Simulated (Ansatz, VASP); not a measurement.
Two plane-wave programs on BaTiO3

Contents of POSCAR:

```
BaTiO3
1.0
    4.0073000000      0.0000000000      0.0000000000
    0.0000000000      4.0073000000      0.0000000000
    0.0000000000      0.0000000000      8.0146000000
Ba Ti O
2 2 6
Direct
    0.5774118300      0.5950023200      0.2399217200
    0.5133239400      0.4560751000      0.7636477900
    0.0354144600      0.9982134600      0.0132376500
    0.9499882200      0.9711686500      0.5185272300
    0.5690732100      0.9256262100      0.9797733700
    0.4293289800      0.9665517700      0.5005258200
    0.9689020100      0.5955733500      0.9841481100
    0.9541317500      0.4628596100      0.5236707700
    0.9618464100      0.0102451400      0.2239939200
    0.0405791900      0.0186844000      0.7525536100
```

The input INCAR.step1:

```
PREC = Accurate
ENCUT = 520
ISMEAR = -1
SIGMA = 0.05
LREAL = F
LASPH = T
NELM = 100
NBANDS = 51
GGA = PE
ALGO = Normal
EDIFF = 1E-4
LWAVE = T
LCHARG = F
```

The input INCAR.step2:

```
PREC = Accurate
ENCUT = 520
EDIFF = 1E-6
ISMEAR = -1
SIGMA = 0.05
LREAL = F
LASPH = T
NELM = 100
ALGO = Normal
ISIF = 2
LWAVE = F
LCHARG = F
METAGGA = R2SCAN
LMIXTAU = T
NBANDS = 51
ISTART = 1
```

KPOINTS

```
regular mesh
0
Gamma
  7 7 4
```

input.yaml

```yaml
crystal:
  lattice:
    - [4.0073, 0.0, 0.0]
    - [0.0, 4.0073, 0.0]
    - [0.0, 0.0, 8.0146]
  atoms:
    - { symbol: Ba, position: [0.57741183, 0.59500232, 0.23992172] }
    - { symbol: Ba, position: [0.51332394, 0.4560751, 0.76364779] }
    - { symbol: Ti, position: [0.03541446, 0.99821346, 0.01323765] }
    - { symbol: Ti, position: [0.94998822, 0.97116865, 0.51852723] }
    - { symbol: O, position: [0.56907321, 0.92562621, 0.97977337] }
    - { symbol: O, position: [0.42932898, 0.96655177, 0.50052582] }
    - { symbol: O, position: [0.96890201, 0.59557335, 0.98414811] }
    - { symbol: O, position: [0.95413175, 0.46285961, 0.52367077] }
    - { symbol: O, position: [0.96184641, 0.01024514, 0.22399392] }
    - { symbol: O, position: [0.04057919, 0.0186844, 0.75255361] }
hamiltonian:
  xc: r2scan
  pseudopotentials: { kind: paw }
kpoints:
  mp_grid: { grid: [7, 7, 4] }
  band_path:
    path:
      - [[0.0, 0.0, 0.0], [0.0, 0.5, 0.0], [0.5, 0.5, 0.0], [0.0, 0.0, 0.0], [0.0, 0.0, 0.5], [0.0, 0.5, 0.5], [0.5, 0.5, 0.5], [0.0, 0.0, 0.5]]
      - [[0.0, 0.5, 0.0], [0.0, 0.5, 0.5]]
      - [[0.5, 0.5, 0.0], [0.5, 0.5, 0.5]]
    npoints: 10
scf:
  occupations: { method: fermi_dirac, width: 0.05 }
  n_extra_bands: 25
output:
  forces: true
  stress: true
  eigenvalues: true
  fatbands: false
  write_density: true
  write_potential: true
  elf: true
  volumetric_format: npy
```

Alike in both runs: functional r2SCAN; k mesh 7 × 7 × 4; occupations fermi-dirac, width 0.05 eV; no spin polarisation.

```csv
,VASP,Ansatz
version,VASP 6.6.1,Ansatz 0.2.0
potentials or method,"VASP PAW PBE potentials, release 64 (Ba_sv, Ti_sv, O)",Ansatz PAW
plane-wave cutoff (eV),520,500
valence electrons in the cell,80,80
task,single point,band structure
```

|  | VASP | Ansatz | Ansatz less VASP |
| --- | --- | --- | --- |
| gap on the k mesh at the Fermi level (eV) | 1.79 | 1.77 | -0.016 |
| least direct gap on the mesh (eV) | 1.79 | 1.77 | -0.016 |
| pressure (GPa) | 18.5 | 15.6 | -2.89 |
| traceless stress, the component that is largest in VASP (GPa) | -4.15 | -3.86 | +0.285 |
| rms of the force components (eV/Å) | 2.758 | 2.610 | -0.1478 |

VASP's potentials were made for PBE, not for r2SCAN. Atom by atom the forces differ by 0.208 eV/Å (rms over components).

Spin-orbit coupling is off throughout.
